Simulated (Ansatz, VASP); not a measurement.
## Two plane-wave programs on BaTiO3

```
Ba Ti O
1.0
     2.86037    1.65144    2.27567
    -2.86037    1.65144    2.27567
     0.00000   -3.30287    2.27567
Ba Ti O
1 1 3
Cartesian
  0.0000 0.0000 0.0183
  0.0000 0.0000 3.5009
  0.0000 -1.6258 4.4676
  -1.4080 0.8129 4.4676
  1.4080 0.8129 4.4676
```

Change from the starting cell: strain +0.000 along x and y, -0.030 along z, atoms carried along.

Alike in both runs: task single point; functional PBE; k mesh 6 × 6 × 6; occupations gaussian, width 0.05 eV; no spin polarisation; Hubbard terms Ti d U = 4.0 eV.

```csv
,VASP,Ansatz
version,VASP 6.6.1,Ansatz 0.2.0
potentials or method,"VASP PAW PBE potentials, release 64 (Ba_sv, Ti_sv, O), cutoff 520 eV","scalar-relativistic, plane waves, PAW"
valence electrons in the cell,40,40
```

```csv
,VASP,Ansatz,Ansatz less VASP
gap on the k mesh at the Fermi level (eV),2.67,2.70,+0.029
least direct gap on the mesh (eV),3.06,3.05,-0.003
pressure (GPa),8.9,5.0,-3.89
"traceless stress, the component that is largest in VASP (GPa)",4.34,4.55,+0.211
rms of the force components (eV/Å),0.348,0.120,-0.2281
```

The programs project onto different local orbitals, so the same U acts differently, and such runs can settle in different states. Atom by atom the forces differ by 0.229 eV/Å (rms over components).

Neither program's run includes spin-orbit coupling.
